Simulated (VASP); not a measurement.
BiTe, 2 atoms in the cell. It takes space group Fm-3m (No. 225, cubic). Conventional cell: a = 6.470 Å, b = 6.470 Å, c = 6.470 Å, α = 90.00°, β = 90.00°, γ = 90.00°. Bi (site symmetry m-3m) has 6 Te at 3.23 Å within 4.3 Å. Te (site symmetry m-3m) has 6 Bi at 3.23 Å within 4.3 Å. 

- Program: VASP 6.6.1
- Task: relaxation of cell and atoms
- Functional: RPBE
- Dispersion: D3(BJ)
- Potentials or basis: VASP PAW PBE potentials, release 64 (Bi_d, Te)
- Cutoff: 600 eV
- k mesh: 7 × 7 × 7
- Occupations: fermi-dirac, width 0.05 eV
- Spin: no spin polarisation
- Dipole correction: no
- Further INCAR settings: ALGO = Normal; EDIFF = 1e-06; IBRION = 2; EDIFFG = -0.01; NSW = 60; ISIF = 3

Potentials or basis: VASP PAW PBE potentials, release 64 (Bi_d, Te).

The run is started by

```console
$ cat potpaw_PBE.64/Bi_d/POTCAR potpaw_PBE.64/Te/POTCAR > POTCAR
$ mpirun -np 1 vasp_std > vasp.out
```

Hardware: 1 thread of Intel Xeon 6975P-C (shared host).

**Question.** How long does it take, and how much memory?

**Answer.** Run time: 2.3 min on 1 thread of Intel Xeon 6975P-C (shared host), peak memory 0.27 GiB. Counts: scf iterations 61, k points 20, ion steps 7.
